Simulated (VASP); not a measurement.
**AlGa3Sb4: single point with PBE**

Crystal: AlGa3Sb4.

```xyz
8
Lattice="6.2210 -0.0013 0.0023 -0.0013 6.2209 0.0002 0.0023 0.0002 6.2210" Properties=species:S:1:pos:R:3 pbc="T T T"
Al    3.1105    3.1094    3.1111
Ga    3.1108   -0.0027    0.0029
Ga   -0.0013    3.1106   -0.0014
Ga    0.0018    0.0012    3.1116
Sb    4.6678    4.6657    1.5575
Sb    4.6666    1.5537    4.6684
Sb    1.5558    4.6667    4.6667
Sb    1.5542    1.5549    1.5537
```

```json
{
 "Program": "VASP 6.6.1",
 "Task": "single point",
 "Functional": "PBE",
 "Potentials or basis": "VASP PAW PBE potentials, release 64 (Al, Ga_d, Sb)",
 "Cutoff": "520 eV",
 "k mesh": "4 × 4 × 4",
 "Occupations": "gaussian, width 0.2 eV",
 "Spin": "no spin polarisation",
 "Dipole correction": "no",
 "Further INCAR settings": "ALGO = Normal; EDIFF = 1e-06; NBANDS = 41"
}
```

The pressure is 0.1 GPa. The largest force is 0.010 eV/Å. The band gap on the k mesh is 0.04 eV.

Forces in eV/Å, atoms in the order of the input:
```
Al   0.001 -0.002  0.001
Ga   0.000  0.003 -0.002
Ga   0.000 -0.002  0.003
Ga  -0.001  0.000 -0.001
Sb   0.003  0.005 -0.007
Sb   0.005 -0.006  0.005
Sb  -0.005  0.006  0.006
Sb  -0.004 -0.005 -0.005
```

Levels at points of the mesh, in eV from the valence-band top:
| k point | band 29 | band 30 | band 31 | band 32 | band 33 | band 34 |
| --- | --- | --- | --- | --- | --- | --- |
| (0.00, 0.00, 0.00) | -0.01 | 0.00 | 0.00 | 0.04 | 0.90 | 0.90 |
| (0.50, 0.00, 0.00) | -1.52 | -1.46 | -1.46 | 1.29 | 1.48 | 2.69 |
| (0.00, 0.50, 0.00) | -1.52 | -1.46 | -1.45 | 1.29 | 1.48 | 2.69 |
| (0.50, 0.50, 0.00) | -1.10 | -1.10 | -1.05 | 1.87 | 1.99 | 2.00 |
| (0.00, 0.00, 0.50) | -1.52 | -1.46 | -1.46 | 1.29 | 1.48 | 2.69 |
| (0.50, 0.00, 0.50) | -1.10 | -1.10 | -1.05 | 1.87 | 1.99 | 2.00 |
| (0.00, 0.50, 0.50) | -1.10 | -1.10 | -1.05 | 1.87 | 1.99 | 1.99 |
| (0.50, 0.50, 0.50) | -0.99 | -0.99 | -0.99 | 0.34 | 0.34 | 0.34 |

Wall time 8.3 min on 1 thread of AMD EPYC 7R13, on a shared host, peak memory 0.47 GiB.

Caveat: the smearing spreads over this small gap; semilocal functionals underestimate gaps, and a narrow one can read as zero; spin-orbit coupling is left out, which moves the levels of the heavy elements. A k mesh can miss the band edges.
